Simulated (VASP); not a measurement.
# PbS in VASP: notebook, part 2 of 2

VASP 6.6.1. The steps go on from the part before.

## Step 4: Single point, PBEsol (zz strain of +3 %)

Contents of INCAR:

```
SYSTEM = PbS
  ALGO = Normal
  EDIFF = 1E-6
  ENCUT = 520
  GGA = PS
  ISIF = 2
  ISMEAR = -1
  LASPH = .TRUE.
  LCHARG = .FALSE.
  LREAL = .FALSE.
  LWAVE = .FALSE.
  NBANDS = 28
  NELM = 80
  PREC = Accurate
  SIGMA = 0.01
```

Contents of KPOINTS:

```
k-points
0
G
  7 7 3
  0 0 0
```

Contents of POSCAR:

```
PbS
1.0
    2.9405000000     -2.9000000000      0.0000000000
    2.9405000000      2.9000000000      0.0000000000
   -1.0800500000      0.0000000000     12.0605687000
Pb S
2 2
Direct
    0.7756000000      0.7756000000      0.6363800000
    0.2244000000      0.2244000000      0.3636200000
    0.2684000000      0.2684000000      0.5986000000
    0.7316000000      0.7316000000      0.4014000000
```

Potentials or basis: VASP PAW PBE potentials, release 64 (Pb_d, S).

Run with:

```
> cat potpaw_PBE.64/Pb_d/POTCAR potpaw_PBE.64/S/POTCAR > POTCAR
> mpirun -np 1 vasp_std > vasp.out
```

OUTCAR:

```text
SYSTEM = PbS
   EDIFF = 1E-6
   ENCUT = 520
   GGA = PS
   ISIF = 2
   ISMEAR = -1
   LASPH = .TRUE.
   LREAL = .FALSE.
   NELM = 80
   PREC = Accurate

 ion  position               nearest neighbor table
   1  0.776  0.776  0.636-   4 2.83   3 2.94   3 2.94   3 2.97   3 2.98
   2  0.224  0.224  0.364-   3 2.83   4 2.94   4 2.94   4 2.97   4 2.98
   3  0.268  0.268  0.599-   2 2.83   1 2.94   1 2.94   1 2.97   1 2.98
   4  0.732  0.732  0.401-   1 2.83   2 2.94   2 2.94   2 2.97   2 2.98

  LATTYP: Found a base centered monoclinic cell.
 ALAT       =     5.8810000000
 B/A-ratio  =     0.9862268322
 C/A-ratio  =     2.0589750953
 COS(beta)  =    -0.0891952215

  Lattice vectors:

 A1 = (   2.9405000000,  -2.9000000000,   0.0000000000)
 A2 = (   2.9405000000,   2.9000000000,   0.0000000000)
 A3 = (  -1.0800500000,   0.0000000000,  12.0605687000)

Analysis of symmetry for initial positions (statically):
=====================================================================
 Subroutine PRICEL returns:
 Original cell was already a primitive cell.

 Routine SETGRP: Setting up the symmetry group for a
 base centered monoclinic supercell.

 Subroutine GETGRP returns: Found  4 space group operations
[... 170 lines left out ...]
 val. band max:        0.5113472344   @ k =   0.0000   0.0000   0.3333
 cond. band min:       1.6736131153   @ k =   0.0000   0.0000   0.3333
 fundamental gap:      1.1622658810
 Fermi energy:         0.7441069583

 k-point     1 :       0.0000    0.0000    0.0000
  band No.  band energies     occupation
      1     -15.8039      2.00000
      2     -15.7348      2.00000
      3     -15.7204      2.00000
      4     -15.7133      2.00000
      5     -15.6966      2.00000
      6     -15.6917      2.00000
[... 733 lines left out ...]
     27       5.6904      0.00000
     28       6.8571      0.00000

 [... further k-points ...]

------------------------ aborting loop because EDIFF is reached ----------------------------------------

  FORCE on cell =-STRESS in cart. coord.  units (eV):
  Direction    XX          YY          ZZ          XY          YZ          ZX
  --------------------------------------------------------------------------------------
  -------------------------------------------------------------------------------------
  Total       -1.6813378     -0.6484259     -3.8807125      0.0000000      0.0000000     -0.0125321
  in kB      -13.0962995     -5.0507279    -30.2276992      0.0000000      0.0000000     -0.0976150
  external PRESSURE =     -16.1249088 kB  Pullay stress =       0.0000000 kB

 VOLUME and BASIS-vectors are now :
 -----------------------------------------------------------------------------
  energy-cutoff  :      520.00
  volume of cell :      205.69
      direct lattice vectors                 reciprocal lattice vectors
     2.940500000 -2.900000000  0.000000000     0.170039109 -0.172413793  0.015227370
     2.940500000  2.900000000  0.000000000     0.170039109  0.172413793  0.015227370
    -1.080050000  0.000000000 12.060568700     0.000000000  0.000000000  0.082914830

 POSITION                                       TOTAL-FORCE (eV/Angst)
 -----------------------------------------------------------------------------------
      3.87398      0.00000      7.67510        -0.001233      0.000000     -0.913208
      0.92697      0.00000      4.38546         0.001233      0.000000      0.913208
      0.93194      0.00000      7.21946        -0.004111      0.000000     -0.348109
      3.86901      0.00000      4.84111         0.004111      0.000000      0.348109
 -----------------------------------------------------------------------------------
    total drift:                                0.000000      0.000000     -0.000000

  FREE ENERGIE OF THE ION-ELECTRON SYSTEM (eV)
  ---------------------------------------------------
  free  energy   TOTEN  =       -18.3225060400 eV

  energy  without entropy=      -18.3225060400  energy(sigma->0) =      -18.32250604
```

OSZICAR:

```text
N       E                     dE             d eps       ncg     rms          rms(c)
DAV:   1     0.402640761329E+03    0.40264E+03   -0.17613E+04  2480   0.129E+03
DAV:   2     0.301385389677E+02   -0.37250E+03   -0.36159E+03  2660   0.347E+02
DAV:   3    -0.173654751571E+02   -0.47504E+02   -0.46866E+02  3244   0.147E+02
DAV:   4    -0.195392859361E+02   -0.21738E+01   -0.21643E+01  2880   0.385E+01
DAV:   5    -0.196339570033E+02   -0.94671E-01   -0.94645E-01  3344   0.791E+00    0.605E+00
DAV:   6    -0.184095131488E+02    0.12244E+01   -0.29814E+00  3452   0.103E+01    0.364E+00
DAV:   7    -0.183650474849E+02    0.44466E-01   -0.54038E-01  2848   0.295E+00    0.234E+00
DAV:   8    -0.183289748068E+02    0.36073E-01   -0.15294E-01  3388   0.275E+00    0.134E+00
DAV:   9    -0.183221450790E+02    0.68297E-02   -0.35547E-02  3232   0.133E+00    0.389E-01
DAV:  10    -0.183174721252E+02    0.46730E-02   -0.10730E-02  2856   0.405E-01    0.247E-01
DAV:  11    -0.183171357225E+02    0.33640E-03   -0.34700E-03  3028   0.239E-01    0.183E-01
DAV:  12    -0.183196546999E+02   -0.25190E-02   -0.82421E-04  2904   0.167E-01    0.930E-02
DAV:  13    -0.183217468941E+02   -0.20922E-02   -0.82764E-04  2684   0.124E-01    0.357E-02
DAV:  14    -0.183222400058E+02   -0.49311E-03   -0.99969E-05  2668   0.605E-02    0.339E-02
DAV:  15    -0.183224914257E+02   -0.25142E-03   -0.69521E-05  2540   0.434E-02    0.120E-02
DAV:  16    -0.183225041784E+02   -0.12753E-04   -0.97696E-06  2344   0.180E-02    0.789E-03
DAV:  17    -0.183225055658E+02   -0.13873E-05   -0.11360E-06  2412   0.749E-03    0.235E-03
DAV:  18    -0.183225060400E+02   -0.47422E-06   -0.61140E-07  2028   0.406E-03
   1 F= -.18322506E+02 E0= -.18322506E+02  d E =-.290439E-11
```

It took 4.4 min on 1 thread of AMD EPYC 7R13 (Zen 3), shared host; peak memory 0.39 GiB.

What came out:

* Free energy: -18.3225 eV
* Largest force: 0.913 eV/Å
* Band gap on the k mesh: 1.16 eV

Forces on the atoms (eV/Å):
```
Pb  -0.001  0.000 -0.913
Pb   0.001  0.000  0.913
S   -0.004  0.000 -0.348
S    0.004  0.000  0.348
```

Caveat: the cell differs from its parent crystal (zz strain of +3 %); there is no dipole correction, which matters where the two faces differ; the PAW data sets were made with another functional, which shifts forces and pressure a little; spin-orbit coupling is left out, which moves the levels of the heavy elements.

## Step 5: Overview

| cell | gap on the mesh (eV) | largest force (eV/Å) |
| --- | --- | --- |
| a = 4.130, b = 4.130, c = 11.526 Å, angles 93.8, 93.8, 89.2°, 4 atoms | 1.37 | 0.45 |
| a = 4.130, b = 4.130, c = 11.876 Å, angles 93.7, 93.7, 89.2°, 4 atoms | 1.23 | 0.77 |
| a = 4.130, b = 4.130, c = 12.109 Å, angles 93.6, 93.6, 89.2°, 4 atoms | 1.16 | 0.91 |

Alike in all rows: task single point; level PBEsol; potentials or basis VASP PAW PBE potentials, release 64 (Pb_d, S); no spin polarisation; k mesh 7 × 7 × 3; cutoff (eV) 520; smearing fermi-dirac 0.01 eV.

Caveats: there is no dipole correction, which matters where the two faces differ; the PAW data sets were made with another functional, which shifts forces and pressure a little; spin-orbit coupling is left out, which moves the levels of the heavy elements.

Total energies depend on the potentials used, so only differences within one code and one set of settings carry meaning.
